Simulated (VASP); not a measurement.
# BaTiO3 (Barioperovskite) (Amm2) in VASP: further runs, part 2 of 2

VASP 6.6.1.

## 3. Single point, r2SCAN

This run uses another cell than the first one, of 13.90 Å³/atom, 1.025 times its volume.

The input, POSCAR:

```
BaTiO3
1.0
    4.0890654813      0.0000000000      0.0000000000
    0.0000000000      2.9106184579      2.9190828388
    0.0000000000     -2.9106184579      2.9190828388
Ba Ti O
1 1 3
Direct
    0.0000000000      0.0000000000      0.0000000000
    0.5000000000      0.5124000000      0.5124000000
    0.0000000000      0.4874000000      0.4874000000
    0.5000000000      0.5052400000      0.9918400000
    0.5000000000      0.9918400000      0.5052400000
```

The input, INCAR.step1:

```
PREC = Accurate ; ENCUT = 520
ISMEAR = 0 ; SIGMA = 0.01
LREAL = F ; LASPH = T
NELM = 80 ; NBANDS = 28
GGA = PE ; ALGO = Normal
EDIFF = 1E-4 ; LWAVE = T
LCHARG = F
```

The input, INCAR.step2:

```
PREC = Accurate ; ENCUT = 520
EDIFF = 1E-6 ; ISMEAR = 0
SIGMA = 0.01 ; LREAL = F
LASPH = T ; NELM = 80
ALGO = Normal ; ISIF = 2
LWAVE = F ; LCHARG = F
METAGGA = R2SCAN ; LMIXTAU = T
NBANDS = 28 ; ISTART = 1
```

The input, KPOINTS:

```
regular mesh
0
Gamma
  6 6 6
```

Potentials or basis: VASP PAW PBE potentials, release 64 (Ba_sv, Ti_sv, O).

Command:

```
cat potpaw_PBE.64/Ba_sv/POTCAR potpaw_PBE.64/Ti_sv/POTCAR potpaw_PBE.64/O/POTCAR > POTCAR
cp INCAR.step1 INCAR
mpirun -np 1 vasp_std > vasp.out
cp INCAR.step2 INCAR
mpirun -np 1 vasp_std > vasp.out
```

OUTCAR:

```text
PREC = Accurate
   ENCUT = 520
   EDIFF = 1E-6
   ISMEAR = 0
   LREAL = F
   LASPH = T
   NELM = 80
   ISIF = 2
   METAGGA = R2SCAN
   ISTART = 1

 ion  position               nearest neighbor table
   1  0.000  0.000  0.000-   3 2.85   4 2.89   5 2.89   4 2.89   5 2.89   3 2.91   3 2.91   4 2.92
                             5 2.92   5 2.92   4 2.92   3 2.99   2 3.50   2 3.50   2 3.56   2 3.56
   2  0.500  0.512  0.512-   4 1.98   5 1.98   3 2.05   3 2.05   5 2.15   4 2.15   1 3.50   1 3.50
                             1 3.56   1 3.56   1 3.56   1 3.56   1 3.62   1 3.62
   3  0.000  0.487  0.487-   2 2.05   2 2.05   1 2.85   1 2.91   1 2.91   1 2.99
   4  0.500  0.505  0.992-   2 1.98   2 2.15   1 2.89   1 2.89   1 2.92   1 2.92
   5  0.500  0.992  0.505-   2 1.98   2 2.15   1 2.89   1 2.89   1 2.92   1 2.92

  LATTYP: Found a base centered orthorhombic cell.
 ALAT       =     5.8212369158
 B/A-ratio  =     1.0029081039
 C/A-ratio  =     0.7024392823

  Lattice vectors:

 A1 = (   0.0000000000,   2.9106184579,  -2.9190828388)
 A2 = (   0.0000000000,   2.9106184579,   2.9190828388)
 A3 = (   4.0890654813,   0.0000000000,   0.0000000000)

Analysis of symmetry for initial positions (statically):
=====================================================================
 Subroutine PRICEL returns:
 Original cell was already a primitive cell.

 Routine SETGRP: Setting up the symmetry group for a
 base centered orthorhombic supercell.

 Subroutine GETGRP returns: Found  4 space group operations
 (whereof  4 operations were pure point group operations)
 out of a pool of  8 trial point group operations.

The static configuration has the point symmetry C_2v.

Analysis of symmetry for dynamics (positions and initial velocities):
=====================================================================
 Subroutine PRICEL returns:
 Original cell was already a primitive cell.

 Routine SETGRP: Setting up the symmetry group for a
 base centered orthorhombic supercell.

 Subroutine GETGRP returns: Found  4 space group operations
 (whereof  4 operations were pure point group operations)
 out of a pool of  8 trial point group operations.

The dynamic configuration has the point symmetry C_2v.

 Subroutine INISYM returns: Found  4 space group operations
 (whereof  4 operations are pure point group operations),
 and found     1 'primitive' translations

----------------------------------------------------------------------------------------

                                     Primitive cell

  volume of cell :      69.4842

  direct lattice vectors                    reciprocal lattice vectors
     4.089065481  0.000000000  0.000000000     0.244554655  0.000000000  0.000000000
     0.000000000  2.910618458  2.919082839     0.000000000  0.171784797  0.171286677
     0.000000000 -2.910618458  2.919082839     0.000000000 -0.171784797  0.171286677

  length of vectors
     4.089065481  4.122225664  4.122225664     0.244554655  0.242588421  0.242588421

  position of ions in fractional coordinates (direct lattice)
     0.000000000  0.000000000  0.000000000
     0.500000000  0.512400000  0.512400000
     0.000000000  0.487400000  0.487400000
     0.500000000  0.505240000  0.991840000
     0.500000000  0.991840000  0.505240000

  ion indices of the primitive-cell ions
   primitive index   ion index
                 1           1
                 2           2
                 3           3
                 4           4
                 5           5

----------------------------------------------------------------------------------------

 KPOINTS: regular mesh

Automatic generation of k-mesh.
 Grid dimensions read from file:
 generate k-points for:    6    6    6

 Generating k-lattice:

  Cartesian coordinates                     Fractional coordinates (reciprocal lattice)
     0.040759109  0.000000000  0.000000000     0.166666667  0.000000000  0.000000000
     0.000000000  0.028630799  0.028547780     0.000000000  0.166666667  0.000000000
     0.000000000 -0.028630799  0.028547780     0.000000000  0.000000000  0.166666667

  Length of vectors
     0.040759109  0.040431404  0.040431404

  Shift w.r.t. Gamma in fractional coordinates (k-lattice)
     0.000000000  0.000000000  0.000000000

 Subroutine IBZKPT returns following result:
 ===========================================

 Found     52 irreducible k-points:

 Following reciprocal coordinates:
            Coordinates               Weight
  0.000000  0.000000  0.000000      1.000000
  0.166667  0.000000  0.000000      2.000000
  0.333333  0.000000  0.000000      2.000000
  0.500000  0.000000  0.000000      1.000000
  0.000000  0.166667 -0.000000      4.000000
  0.166667  0.166667 -0.000000      8.000000
[... 16 lines left out ...]
  0.333333  0.333333  0.166667      8.000000
  0.500000  0.333333  0.166667      4.000000
 [... further k-points ...]
   k-points           NKPTS =     52   k-points in BZ     NKDIM =     52   number of bands    NBANDS=     28
   number of dos      NEDOS =    301   number of ions     NIONS =      5
   total plane-waves  NPLWV =  30720
   dimension x,y,z NGX =    30 NGY =   32 NGZ =   32
   dimension x,y,z NGXF=    60 NGYF=   64 NGZF=   64
   ions per type =               1   1   3
   NGX,Y,Z   is equivalent  to a cutoff of  12.20, 12.91, 12.91 a.u.
   NGXF,Y,Z  is equivalent  to a cutoff of  24.39, 25.81, 25.81 a.u.
 SYSTEM =  unknown system
   PREC   = accura    normal or accurate (medium, high low for compatibility)
   ISTART =      1    job   : 0-new  1-cont  2-samecut
   ICHARG =      0    charge: 1-file 2-atom 10-const
   ISPIN  =      1    spin polarized calculation?
   LNONCOLLINEAR =      F non collinear calculations
   LSORBIT =      F    spin-orbit coupling
   LASPH  =      T    aspherical Exc in radial PAW
   ENCUT  =  520.0 eV  38.22 Ry    6.18 a.u.   7.60  7.66  7.66*2*pi/ulx,y,z
   NELM   =     80;   NELMIN=  2; NELMDL=  0     # of ELM steps
   EDIFF  = 0.1E-05   stopping-criterion for ELM
   LREAL  =      F    real-space projection
[... 7 lines left out ...]
   TEBEG  =    0.0;   TEEND  =   0.0 temperature during run
   PSTRESS=    0.0 pullay stress
   NELECT =      40.0000    total number of electrons
   NUPDOWN=      -1.0000    fix difference up-down
   EMIN   =  10.00;   EMAX   =-10.00  energy-range for DOS
   EFERMI =   0.00;   METHOD = LEGACY
   ISMEAR =     0;   SIGMA  =   0.01  broadening in eV -4-tet -1-fermi 0-gaus
   EFERMI_NEDOS =   21; number of points for ismear=-14 and -15
   IALGO  =     38    algorithm
   IMIX   =      4    mixing-type and parameters
     AMIX     =   0.40;   BMIX     =  1.00
     AMIX_MAG =   1.60;   BMIX_MAG =  1.00
  volume/ion in A,a.u.               =      13.90        93.78
  Fermi-wavevector in a.u.,A,eV,Ry     =   1.361861  2.573545 25.234269  1.854666
  Thomas-Fermi vector in A             =   2.488401
   LORBIT       =      0    0 simple, 1 ext, 2 COOP (PROOUT), +10 PAW based schemes
   METAGGA = R2SCAN    functional components
   LHFCALC =     F    Hartree Fock is set to
   AEXX    =    0.0000 exact exchange contribution
   IVDW    =     0    specifies the selected vdW correction
   LEPSILON=     F    determine dielectric tensor
   LRPA    =     F    only Hartree local field effects (RPA)
 non-spin polarized calculation
 Gauss-broadening in eV      SIGMA  =   0.01
  energy-cutoff  :      520.00
  volume of cell :       69.48
 maximum number of plane-waves:      1892
   NGX = 15   NGY = 15   NGZ = 15

 number of electron      39.9999994 magnetization

 Free energy of the ion-electron system (eV)
  ---------------------------------------------------
  ext. energy  EPLUGINS =         0.00000000
  ---------------------------------------------------
  free energy    TOTEN  =       -74.07106455 eV

  energy without entropy =      -74.07106455  energy(sigma->0) =      -74.07106455

 E-fermi :   3.0030     XC(G=0): -11.4637

 val. band max:        2.9339750501   @ k =   0.5000   0.5000   0.5000
 cond. band min:       4.9842797192   @ k =   0.0000   0.0000   0.0000
 fundamental gap:      2.0503046691
 Fermi energy:         3.0029582192

 k-point     1 :       0.0000    0.0000    0.0000
  band No.  band energies     occupation
      1     -56.2280      2.00000
      2     -31.3580      2.00000
      3     -31.3574      2.00000
      4     -31.3440      2.00000
      5     -22.7574      2.00000
      6     -14.7409      2.00000
[... 20 lines left out ...]
     27       8.4668      0.00000
[... 691 lines left out ...]
      6     -14.4248      2.00000
[... 20 lines left out ...]
     27      11.3188      0.00000
     28      11.7137      0.00000

 [... further k-points ...]
[... 5 lines left out ...]
  --------------------------------------------------------------------------------------
  -------------------------------------------------------------------------------------
  Total       -4.6147004     -4.5664130     -4.8046421      0.0000000      0.0000000      0.0000000
  in kB     -106.4065424   -105.2931239   -110.7862506      0.0000000      0.0000000      0.0000000
  external PRESSURE =    -107.4953056 kB  Pullay stress =       0.0000000 kB

 VOLUME and BASIS-vectors are now :
 -----------------------------------------------------------------------------
  energy-cutoff  :      520.00
  volume of cell :       69.48
      direct lattice vectors                 reciprocal lattice vectors
     4.089065481  0.000000000  0.000000000     0.244554655  0.000000000  0.000000000
     0.000000000  2.910618458  2.919082839     0.000000000  0.171784797  0.171286677
     0.000000000 -2.910618458  2.919082839     0.000000000 -0.171784797  0.171286677

 POSITION                                       TOTAL-FORCE (eV/Angst)
 -----------------------------------------------------------------------------------
      0.00000      0.00000      0.00000         0.000000      0.000000      0.145409
      2.04453      0.00000      2.99148         0.000000      0.000000      0.508434
      0.00000      0.00000      2.84552         0.000000      0.000000      0.284220
      2.04453     -1.41631      4.37010         0.000000      0.242948     -0.469032
      2.04453      1.41631      4.37010         0.000000     -0.242948     -0.469032
 -----------------------------------------------------------------------------------
    total drift:                                0.000000      0.000001      0.021255

  FREE ENERGIE OF THE ION-ELECTRON SYSTEM (eV)
  ---------------------------------------------------
  free  energy   TOTEN  =       -74.0710645456 eV

  energy  without entropy=      -74.0710645456  energy(sigma->0) =      -74.07106455
```

Run time: 3 min. Hardware: 1 thread of Intel Xeon Platinum 8488C (Sapphire Rapids), shared host; peak memory 0.25 GiB.

Results:

```yaml
Free_energy: -74.0711 eV
Pressure: -10.7 GPa
Largest_force: 0.528 eV/Å
Band_gap_on_the_k_mesh: 2.05 eV, indirect (least direct gap 2.33 eV)
```

Forces in eV/Å, atoms in the order of the input:
```
Ba   0.000  0.000  0.145
Ti   0.000  0.000  0.508
O    0.000  0.000  0.284
O    0.000  0.243 -0.469
O    0.000 -0.243 -0.469
```

Levels at points of the mesh, in eV from the valence-band top:
| k point | band 16 | band 17 | band 18 | band 19 | band 20 | band 21 | band 22 | band 23 | band 24 | band 25 |
| --- | --- | --- | --- | --- | --- | --- | --- | --- | --- | --- |
| (0.00, 0.00, 0.00) | -1.06 | -1.01 | -0.39 | -0.32 | -0.28 | 2.05 | 2.10 | 2.23 | 3.76 | 3.79 |
| (0.50, 0.00, 0.00) | -1.80 | -1.69 | -1.63 | -0.84 | -0.80 | 2.21 | 3.47 | 3.55 | 3.74 | 5.52 |
| (0.00, 0.50, 0.00) | -1.80 | -1.74 | -1.55 | -0.82 | -0.77 | 2.25 | 3.49 | 3.52 | 3.78 | 5.62 |
| (0.50, 0.50, 0.00) | -2.40 | -1.79 | -0.94 | -0.93 | -0.08 | 3.51 | 3.52 | 3.90 | 4.47 | 7.23 |
| (0.00, 0.50, 0.50) | -2.41 | -1.72 | -0.95 | -0.91 | -0.13 | 3.50 | 3.55 | 3.89 | 4.57 | 7.26 |
| (0.50, 0.50, 0.50) | -2.42 | -2.42 | -0.05 | -0.01 | 0.00 | 4.05 | 4.09 | 4.10 | 6.81 | 6.92 |

Caveat: the PAW data sets were made with another functional, which shifts forces and pressure a little; spin-orbit coupling is left out, which moves the levels of the heavy elements. r2SCAN opens gaps a little over a GGA but as a rule still falls short of measured ones.
